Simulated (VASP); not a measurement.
# SrInCO2 (P4/mmm) in VASP: single point with PBE

Aim: the single point of SrInCO2 with PBE.

Everything below comes from runs of VASP 6.6.1. Logs are shortened: lines on timing, memory, paths and dates and some standing lists are left out, and cuts for length are marked.

## 1. The cell of the first run

It takes space group P4/mmm (No. 123, tetragonal). Conventional cell: a = 4.459 Å, b = 4.459 Å, c = 4.459 Å, α = 90.00°, β = 90.00°, γ = 90.00°. Sr (site symmetry 4/mmm) has 4 C at 3.15 Å and 8 O at 3.15 Å and 8 In at 3.86 Å within 4.1 Å. Within 2.9 Å of In (site symmetry 4/mmm) lie 2 C at 2.23 Å and 4 O at 2.23 Å. Within 2.9 Å of C (site symmetry 4/mmm) lie 2 In at 2.23 Å. O (site symmetry mmm) has 2 In at 2.23 Å within 2.9 Å.

## 2. Single point, PBE

INCAR reads:

```
SYSTEM = SrInCO2
  PREC = Accurate
  ENCUT = 520
  EDIFF = 1E-7
  ISMEAR = 0
  SIGMA = 0.1
  LREAL = .False.
  LASPH = .True.
  NELM = 80
  ALGO = Normal
  ISIF = 2
  LWAVE = .False.
  LCHARG = .False.
  GGA = PE
  NBANDS = 28
```

KPOINTS reads:

```
regular mesh
0
Gamma
  4 4 4
  0 0 0
```

POSCAR reads:

```
SrInCO2
1.0
    4.4590380100      0.0000000000      0.0000000000
    0.0000000000      4.4590380100      0.0000000000
    0.0000000000      0.0000000000      4.4590380100
Sr In C O
1 1 1 2
Direct
    0.5000000000      0.5000000000      0.5000000000
    0.0000000000      0.0000000000      0.0000000000
    0.0000000000      0.0000000000      0.5000000000
    0.5000000000      0.0000000000      0.0000000000
    0.0000000000      0.5000000000      0.0000000000
```

Potentials or basis: VASP PAW PBE potentials, release 64 (Sr_sv, In_d, C, O).

On the command line:

```console
cat potpaw_PBE.64/Sr_sv/POTCAR potpaw_PBE.64/In_d/POTCAR potpaw_PBE.64/C/POTCAR potpaw_PBE.64/O/POTCAR > POTCAR
mpirun -np 1 vasp_std > vasp.out
```

OUTCAR:

```text
SYSTEM = SrInCO2
   PREC = Accurate
   ENCUT = 520
   EDIFF = 1E-7
   ISMEAR = 0
   LREAL = .False.
   LASPH = .True.
   NELM = 80
   ISIF = 2
   GGA = PE

 ion  position               nearest neighbor table
   1  0.500  0.500  0.500-   3 3.15   4 3.15   5 3.15   4 3.15   5 3.15   3 3.15   4 3.15   4 3.15
                             3 3.15   5 3.15   5 3.15   3 3.15   2 3.86   2 3.86   2 3.86   2 3.86
   2  0.000  0.000  0.000-   3 2.23   4 2.23   5 2.23   3 2.23   5 2.23   4 2.23   1 3.86   1 3.86
                             1 3.86   1 3.86   1 3.86   1 3.86   1 3.86   1 3.86
   3  0.000  0.000  0.500-   2 2.23   2 2.23   1 3.15   1 3.15   1 3.15   1 3.15
   4  0.500  0.000  0.000-   2 2.23   2 2.23   1 3.15   1 3.15   1 3.15   1 3.15
   5  0.000  0.500  0.000-   2 2.23   2 2.23   1 3.15   1 3.15   1 3.15   1 3.15

  LATTYP: Found a simple cubic cell.
 ALAT       =     4.4590380100

  Lattice vectors:

 A1 = (   4.4590380100,   0.0000000000,   0.0000000000)
 A2 = (   0.0000000000,   4.4590380100,   0.0000000000)
 A3 = (   0.0000000000,   0.0000000000,   4.4590380100)

Analysis of symmetry for initial positions (statically):
=====================================================================
 Subroutine PRICEL returns:
 Original cell was already a primitive cell.

 Routine SETGRP: Setting up the symmetry group for a
 simple cubic supercell.

 Subroutine GETGRP returns: Found 16 space group operations
 (whereof 16 operations were pure point group operations)
 out of a pool of 48 trial point group operations.

The static configuration has the point symmetry D_4h.

Analysis of symmetry for dynamics (positions and initial velocities):
=====================================================================
 Subroutine PRICEL returns:
 Original cell was already a primitive cell.

 Routine SETGRP: Setting up the symmetry group for a
 simple cubic supercell.

 Subroutine GETGRP returns: Found 16 space group operations
 (whereof 16 operations were pure point group operations)
 out of a pool of 48 trial point group operations.

The dynamic configuration has the point symmetry D_4h.

 Subroutine INISYM returns: Found 16 space group operations
 (whereof 16 operations are pure point group operations),
 and found     1 'primitive' translations

----------------------------------------------------------------------------------------

                                     Primitive cell

  volume of cell :      88.6591

  direct lattice vectors                    reciprocal lattice vectors
     4.459038010  0.000000000  0.000000000     0.224263619  0.000000000  0.000000000
     0.000000000  4.459038010  0.000000000     0.000000000  0.224263619  0.000000000
     0.000000000  0.000000000  4.459038010     0.000000000  0.000000000  0.224263619

  length of vectors
     4.459038010  4.459038010  4.459038010     0.224263619  0.224263619  0.224263619

  position of ions in fractional coordinates (direct lattice)
     0.500000000  0.500000000  0.500000000
     0.000000000  0.000000000  0.000000000
     0.000000000  0.000000000  0.500000000
     0.500000000  0.000000000  0.000000000
     0.000000000  0.500000000  0.000000000

  ion indices of the primitive-cell ions
   primitive index   ion index
                 1           1
                 2           2
                 3           3
                 4           4
                 5           5

----------------------------------------------------------------------------------------

 KPOINTS: regular mesh

Automatic generation of k-mesh.
 Grid dimensions read from file:
 generate k-points for:    4    4    4

 Generating k-lattice:

  Cartesian coordinates                     Fractional coordinates (reciprocal lattice)
     0.056065905  0.000000000  0.000000000     0.250000000  0.000000000  0.000000000
     0.000000000  0.056065905  0.000000000     0.000000000  0.250000000  0.000000000
     0.000000000  0.000000000  0.056065905     0.000000000  0.000000000  0.250000000

  Length of vectors
     0.056065905  0.056065905  0.056065905

  Shift w.r.t. Gamma in fractional coordinates (k-lattice)
     0.000000000  0.000000000  0.000000000

 Subroutine IBZKPT returns following result:
 ===========================================

 Found     18 irreducible k-points:

 Following reciprocal coordinates:
            Coordinates               Weight
  0.000000  0.000000  0.000000      1.000000
  0.250000  0.000000  0.000000      4.000000
  0.000000  0.000000  0.250000      2.000000
  0.500000  0.000000  0.000000      2.000000
  0.000000  0.000000  0.500000      1.000000
  0.250000  0.250000  0.000000      4.000000
[... 10 lines left out ...]
  0.250000  0.500000  0.500000      4.000000
  0.500000  0.500000  0.500000      1.000000
   k-points           NKPTS =     18   k-points in BZ     NKDIM =     18   number of bands    NBANDS=     28
   number of dos      NEDOS =    301   number of ions     NIONS =      5
   total plane-waves  NPLWV =  46656
   dimension x,y,z NGX =    36 NGY =   36 NGZ =   36
   dimension x,y,z NGXF=    72 NGYF=   72 NGZF=   72
   ions per type =               1   1   1   2
   NGX,Y,Z   is equivalent  to a cutoff of  13.42, 13.42, 13.42 a.u.
   NGXF,Y,Z  is equivalent  to a cutoff of  26.84, 26.84, 26.84 a.u.
 SYSTEM =  SrInCO2
   PREC   = accura    normal or accurate (medium, high low for compatibility)
   ISTART =      0    job   : 0-new  1-cont  2-samecut
   ICHARG =      2    charge: 1-file 2-atom 10-const
   ISPIN  =      1    spin polarized calculation?
   LNONCOLLINEAR =      F non collinear calculations
   LSORBIT =      F    spin-orbit coupling
   LASPH  =      T    aspherical Exc in radial PAW
   ENCUT  =  520.0 eV  38.22 Ry    6.18 a.u.   8.29  8.29  8.29*2*pi/ulx,y,z
   NELM   =     80;   NELMIN=  2; NELMDL= -5     # of ELM steps
   EDIFF  = 0.1E-06   stopping-criterion for ELM
   LREAL  =      F    real-space projection
   EDIFFG = 0.1E-05   stopping-criterion for IOM
   NSW    =      0    number of steps for IOM
   IBRION =     -1    ionic relax: 0-MD 1-quasi-New 2-CG
   NFREE  =      0    steps in history (QN), initial steepest desc. (CG)
   ISIF   =      2    stress and relaxation
   ISYM   =      2    0-nonsym 1-usesym 2-fastsym
   POTIM  = 0.5000    time-step for ionic-motion
   TEBEG  =    0.0;   TEEND  =   0.0 temperature during run
   PSTRESS=    0.0 pullay stress
   NELECT =      39.0000    total number of electrons
   NUPDOWN=      -1.0000    fix difference up-down
   EMIN   =  10.00;   EMAX   =-10.00  energy-range for DOS
   EFERMI =   0.00;   METHOD = LEGACY
   ISMEAR =     0;   SIGMA  =   0.10  broadening in eV -4-tet -1-fermi 0-gaus
   EFERMI_NEDOS =   21; number of points for ismear=-14 and -15
   IALGO  =     38    algorithm
   IMIX   =      4    mixing-type and parameters
     AMIX     =   0.40;   BMIX     =  1.00
     AMIX_MAG =   1.60;   BMIX_MAG =  1.00
  volume/ion in A,a.u.               =      17.73       119.66
  Fermi-wavevector in a.u.,A,eV,Ry     =   1.245055  2.352813 21.091233  1.550162
  Thomas-Fermi vector in A             =   2.379294
   LORBIT       =      0    0 simple, 1 ext, 2 COOP (PROOUT), +10 PAW based schemes
   GGA     = PE    functional components
   LHFCALC =     F    Hartree Fock is set to
   AEXX    =    0.0000 exact exchange contribution
   IVDW    =     0    specifies the selected vdW correction
   LEPSILON=     F    determine dielectric tensor
   LRPA    =     F    only Hartree local field effects (RPA)
 non-spin polarized calculation
 Gauss-broadening in eV      SIGMA  =   0.10
  energy-cutoff  :      520.00
  volume of cell :       88.66
 maximum number of plane-waves:      2409
 NGX is ok and might be reduce to    36
   NGX = 17   NGY = 17   NGZ = 17

 number of electron      38.9999996 magnetization

 Free energy of the ion-electron system (eV)
  ---------------------------------------------------
  ext. energy  EPLUGINS =         0.00000000
  ---------------------------------------------------
  free energy    TOTEN  =       -24.47180478 eV

  energy without entropy =      -24.44106849  energy(sigma->0) =      -24.45643664

 E-fermi :   2.7408     XC(G=0):  -9.6390

 val. band max:        2.7267649551   @ k =   0.5000   0.0000   0.0000
 cond. band min:       2.7412402058   @ k =   0.2500   0.2500   0.0000
 fundamental gap:      0.0144752507
 Fermi energy:         2.7407950601

 k-point     1 :       0.0000    0.0000    0.0000
  band No.  band energies     occupation
      1     -31.7843      2.00000
      2     -13.9583      2.00000
      3     -13.7305      2.00000
      4     -13.7305      2.00000
      5     -13.7048      2.00000
      6     -13.6563      2.00000
[... 20 lines left out ...]
     27       8.7184      0.00000
     28       8.7184      0.00000

 k-point     2 :       0.2500    0.0000    0.0000
  band No.  band energies     occupation
      1     -31.7828      2.00000
      2     -14.0718      2.00000
      3     -13.7258      2.00000
      4     -13.6523      2.00000
      5     -13.6498      2.00000
      6     -13.5068      2.00000
[... 20 lines left out ...]
     27       9.1616      0.00000
     28       9.1827      0.00000

 k-point     3 :       0.0000    0.0000    0.2500
  band No.  band energies     occupation
      1     -31.7830      2.00000
      2     -14.1862      2.00000
      3     -13.7269      2.00000
      4     -13.7269      2.00000
      5     -13.6999      2.00000
      6     -13.4227      2.00000
[... 20 lines left out ...]
     27       9.0727      0.00000
     28       9.0727      0.00000

 k-point     4 :       0.5000    0.0000    0.0000
  band No.  band energies     occupation
      1     -31.7814      2.00000
      2     -14.1783      2.00000
      3     -13.7211      2.00000
      4     -13.6483      2.00000
      5     -13.4378      2.00000
      6     -13.4103      2.00000
[... 392 lines left out ...]
     27       9.8830      0.00000
     28      10.1724      0.00000

 k-point    17 :       0.2500    0.5000    0.5000
  band No.  band energies     occupation
      1     -31.7776      2.00000
      2     -13.8511      2.00000
      3     -13.8026      2.00000
      4     -13.7520      2.00000
      5     -13.6182      2.00000
      6     -13.2348      2.00000
[... 20 lines left out ...]
     27      10.0650      0.00000
     28      11.1656      0.00000

 k-point    18 :       0.5000    0.5000    0.5000
  band No.  band energies     occupation
      1     -31.7763      2.00000
      2     -13.7919      2.00000
      3     -13.7919      2.00000
      4     -13.7080      2.00000
      5     -13.3888      2.00000
      6     -13.3888      2.00000
[... 20 lines left out ...]
     27       9.9149      0.00000
     28      11.9988      0.00000

------------------------ aborting loop because EDIFF is reached ----------------------------------------

  FORCE on cell =-STRESS in cart. coord.  units (eV):
  Direction    XX          YY          ZZ          XY          YZ          ZX
  --------------------------------------------------------------------------------------
  -------------------------------------------------------------------------------------
  Total       -3.4224504     -3.4224504     -5.4930676      0.0000000     -0.0000000      0.0000000
  in kB      -61.8477944    -61.8477944    -99.2663385      0.0000000     -0.0000000      0.0000000
  external PRESSURE =     -74.3206424 kB  Pullay stress =       0.0000000 kB

 VOLUME and BASIS-vectors are now :
 -----------------------------------------------------------------------------
  energy-cutoff  :      520.00
  volume of cell :       88.66
      direct lattice vectors                 reciprocal lattice vectors
     4.459038010  0.000000000  0.000000000     0.224263619  0.000000000  0.000000000
     0.000000000  4.459038010  0.000000000     0.000000000  0.224263619  0.000000000
     0.000000000  0.000000000  4.459038010     0.000000000  0.000000000  0.224263619

 POSITION                                       TOTAL-FORCE (eV/Angst)
 -----------------------------------------------------------------------------------
      2.22952      2.22952      2.22952         0.000000      0.000000      0.000000
      0.00000      0.00000      0.00000         0.000000      0.000000      0.000000
      0.00000      0.00000      2.22952         0.000000      0.000000      0.000000
      2.22952      0.00000      0.00000         0.000000      0.000000      0.000000
      0.00000      2.22952      0.00000         0.000000      0.000000      0.000000
 -----------------------------------------------------------------------------------
    total drift:                                0.000000      0.000000     -0.000000

  FREE ENERGIE OF THE ION-ELECTRON SYSTEM (eV)
  ---------------------------------------------------
  free  energy   TOTEN  =       -24.4718047840 eV

  energy  without entropy=      -24.4410684870  energy(sigma->0) =      -24.45643664
```

Run time: 74 s. Hardware: 1 thread of Intel Xeon 8259CL, shared host; peak memory 0.23 GiB.

Results:

- Free energy: -24.4718 eV
- Pressure: -7.4 GPa
- Band gap on the k mesh: zero (an odd number of electrons rules out a gap without spin polarisation)

Stress tensor (GPa, compression positive):
```
-6.18  0.00  0.00
 0.00 -6.18  0.00
 0.00  0.00 -9.93
```

Caveat: the cell stands under tension; spin-orbit coupling is left out, which moves the levels of the heavy elements; an odd number of electrons without spin polarisation forces a metal; a magnetic or distorted state may lie lower.
